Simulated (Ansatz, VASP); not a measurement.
# One calculation of Ta2N, two programs

The input POSCAR:

```
Ta2N
1.0
    3.0732975851      0.0000000000      0.0000000000
   -1.5366487925      2.6216304754      0.0000000000
    0.0000000000      0.0000000000      4.8954311604
Ta N
2 1
Direct
    0.6666666667      0.3333333333      0.7429737799
    0.3333333333      0.6666666667      0.2570262201
    0.0000000000      0.0000000000      0.0000000000
```

File INCAR.step1:

```
SYSTEM = Ta2N
PREC     = Accurate       ! precision mode
ENCUT    = 520            ! plane-wave cutoff, eV
ISMEAR   = 0              ! smearing method
SIGMA    = 0.15           ! smearing width, eV
LREAL    = .FALSE.        ! projectors in reciprocal space
LASPH    = .TRUE.         ! aspherical terms in the spheres
NELM     = 60             ! most SCF steps
NBANDS   = 20             ! bands
GGA      = PE             ! functional
ALGO     = Normal         ! electronic algorithm
EDIFF    = 1E-4           ! SCF threshold, eV
LWAVE    = .TRUE.         ! write WAVECAR
LCHARG   = .FALSE.        ! write CHGCAR
```

Contents of INCAR.step2:

```
SYSTEM = Ta2N
PREC     = Accurate       ! precision mode
ENCUT    = 520            ! plane-wave cutoff, eV
EDIFF    = 1E-7           ! SCF threshold, eV
ISMEAR   = 0              ! smearing method
SIGMA    = 0.15           ! smearing width, eV
LREAL    = .FALSE.        ! projectors in reciprocal space
LASPH    = .TRUE.         ! aspherical terms in the spheres
NELM     = 60             ! most SCF steps
ALGO     = Normal         ! electronic algorithm
ISIF     = 2              ! what is computed and relaxed
LWAVE    = .FALSE.        ! write WAVECAR
LCHARG   = .TRUE.         ! write CHGCAR
METAGGA  = R2SCAN         ! meta-GGA
LMIXTAU  = .TRUE.       
LELF     = .TRUE.         ! ELF
LVHAR    = .TRUE.       
NBANDS   = 20             ! bands
ISTART   = 1
```

The input KPOINTS:

```
Automatic mesh
0
G
  18 18 10
  0 0 0
```

Input for Ansatz:

```yaml
crystal:
  lattice:
    - [3.0732975851, 0.0, 0.0]
    - [-1.5366487925, 2.6216304754, 0.0]
    - [0.0, 0.0, 4.8954311604]
  atoms:
    - { symbol: Ta, position: [0.6666666667, 0.3333333333, 0.7429737799] }
    - { symbol: Ta, position: [0.3333333333, 0.6666666667, 0.2570262201] }
    - { symbol: "N", position: [0.0, 0.0, 0.0] }
basis:
  ecutwfc: 500
kpoints:
  mp_grid: { grid: [18, 18, 10] }
hamiltonian:
  xc: r2scan
scf:
  occupations: { method: gaussian, width: 0.15 }
output:
  forces: true
  stress: true
  eigenvalues: true
```

Change from the starting cell: strain -0.0150 x Voigt [0, 1, 0, 0, 0, 0], atoms carried along.

Alike in both runs: task single point; functional r2SCAN; k mesh 18 × 18 × 10; occupations gaussian, width 0.15 eV; no spin polarisation.

|  | VASP | Ansatz |
| --- | --- | --- |
| version | VASP 6.6.1 | Ansatz 0.2.0 |
| potentials or method | VASP PAW PBE potentials, release 64 (Ta_pv, N), cutoff 520 eV | scalar-relativistic, plane waves, PAW |
| valence electrons in the cell | 27 | 31 |

Ansatz gave:

```
gap on the k mesh at the Fermi level (eV)                     : none
pressure (GPa)                                                : 4.7
traceless stress, the component that is largest in VASP (GPa) : 2.93
rms of the force components (eV/Å)                            : 0.065
```

Question: What did VASP give for the same quantities?

Answer: gap on the k mesh at the Fermi level (eV): none; pressure (GPa): 5.9; traceless stress, the component that is largest in VASP (GPa): 2.99; rms of the force components (eV/Å): 0.100.

VASP's potentials were made for PBE, not for r2SCAN. Atom by atom the forces differ by 0.036 eV/Å (rms over components). A gap of «none» marks a metal or a gap that the smearing closes. VASP's potentials hold 27 valence electrons a cell and Ansatz's 31, so a difference there can come from the potentials and not from the codes.

Neither program's run includes spin-orbit coupling.
